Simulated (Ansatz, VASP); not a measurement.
**One calculation of CaF2, two programs**

The input POSCAR:

```
CaF2
1.0
    0.0000000000      2.7410170000      2.7410170000
    2.7410170000      0.0000000000      2.7410170000
    2.7410170000      2.7410170000      0.0000000000
Ca F
1 2
Direct
    0.0000000000      0.0000000000      0.0000000000
    0.2500000000      0.2500000000      0.2500000000
    0.7500000000      0.7500000000      0.7500000000
```

The input INCAR.step1:

```
SYSTEM = CaF2
ALGO = Normal ; EDIFF = 1E-5
ENCUT = 660 ; GGA = PE
GGA_COMPAT = .False. ; ISMEAR = 1
LASPH = .True. ; LCHARG = .False.
LREAL = .False. ; LWAVE = .True.
NBANDS = 19 ; NELM = 120
PREC = Accurate ; SIGMA = 0.0291
```

INCAR.step2

```
SYSTEM = CaF2
ALGO = Normal ; EDIFF = 1E-6
ENCUT = 660 ; GGA_COMPAT = .False.
ISIF = 2 ; ISMEAR = 1
ISTART = 1 ; LASPH = .True.
LCHARG = .True. ; LELF = .True.
LMIXTAU = .True. ; LREAL = .False.
LVHAR = .True. ; LWAVE = .False.
METAGGA = R2SCAN ; NBANDS = 19
NELM = 120 ; PREC = Accurate
SIGMA = 0.0291
```

The input KPOINTS:

```
k-points
0
Gamma
  8 8 8
  0 0 0
```

Input for Ansatz:

```yaml
crystal:
  lattice:
    - [0.0, 2.741017, 2.741017]
    - [2.741017, 0.0, 2.741017]
    - [2.741017, 2.741017, 0.0]
  atoms:
    - { symbol: Ca, position: [0.0, 0.0, 0.0] }
    - { symbol: F, position: [0.25, 0.25, 0.25] }
    - { symbol: F, position: [0.75, 0.75, 0.75] }
  symmetry: { tolerance: 0.0003 }
kpoints:
  mp_grid: { grid: [8, 8, 8], shift: [0, 0, 0] }
  band_path:
    path:
      - [0.0, 0.0, 0.0]
      - [0.5, 0.0, 0.5]
      - [0.625, 0.25, 0.625]
      - [0.375, 0.375, 0.75]
      - [0.0, 0.0, 0.0]
      - [0.5, 0.5, 0.5]
      - [0.5, 0.25, 0.75]
      - [0.5, 0.0, 0.5]
    npoints: 20
magnetization:
  spin_polarized: false
scf:
  occupations: { method: methfessel_paxton, width: 0.0291 }
  lower_state_search: "off"
  max_iter: 200
hamiltonian:
  pseudopotentials: { kind: paw }
  xc: r2scan
basis:
  ecutwfc: 500
  fft_grid_basis: typed
output:
  forces: true
  stress: true
  eigenvalues: true
  bader: true
  populations: true
  elf: true
  write_potential: true
  volumetric_format: npy
  dos:
    e_range: [-12, 8]
    de: 0.05
    projected: { site_lists: { Ca: [Ca], F: [F] } }
  write_density: true
checkpoint:
  read: saved_state
```

Alike in both runs: task single point; functional r2SCAN; k mesh 8 × 8 × 8; occupations methfessel-paxton of order 1, width 0.0291 eV; no spin polarisation.

|  | VASP | Ansatz |
| --- | --- | --- |
| version | VASP 6.6.1 | Ansatz 0.2.0 |
| potentials or method | VASP PAW PBE potentials, release 64 (Ca_sv, F), cutoff 660 eV | PAW plane waves |
| valence electrons in the cell | 24 | 24 |

```csv
,VASP,Ansatz,Ansatz less VASP
gap on the k mesh at the Fermi level (eV),7.89,7.89,+0.005
pressure (GPa),-1.7,-2.0,-0.34
```

VASP's potentials were made for PBE, not for r2SCAN. The functional is the same, so the differences come from potentials, cutoffs and numerics.
